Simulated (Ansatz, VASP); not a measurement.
## Two plane-wave programs on MgO

```
Mg O
1.0
     0.00000    2.22514    2.10217
     2.22514    0.00000    2.10217
     2.22514    2.22514    0.00000
Mg O
1 1
Direct
  0.00000 0.00000 0.00000
  0.50000 0.50000 0.50000
```

Change from the starting cell: biaxial_xy strain +5.8%.

Alike in both runs: task single point; functional r2SCAN; k mesh 10 × 10 × 10; no spin polarisation.

|  | VASP | Ansatz |
| --- | --- | --- |
| version | VASP 6.6.1 | Ansatz 0.2.0 |
| potentials or method | VASP PAW PBE potentials, release 64 (Mg, O) | plane waves, PAW |
| plane-wave cutoff (eV) | 520 | 500 |
| occupations | gaussian, width 0.01 eV | fixed |
| valence electrons in the cell | 8 | 16 |

Ansatz gave:

| Item | Value |
| --- | --- |
| gap on the k mesh at the Fermi level (eV) | 4.55 |
| pressure (GPa) | -14.2 |
| traceless stress, the component that is largest in VASP (GPa) | 4.42 |

Q: Which values does VASP return?

A: gap on the k mesh at the Fermi level (eV): 4.52; pressure (GPa): -15.2; traceless stress, the component that is largest in VASP (GPa): 4.34.

VASP's potentials were made for PBE, not for r2SCAN. VASP's potentials hold 8 valence electrons a cell and Ansatz's 16, so a difference there can come from the potentials and not from the codes.
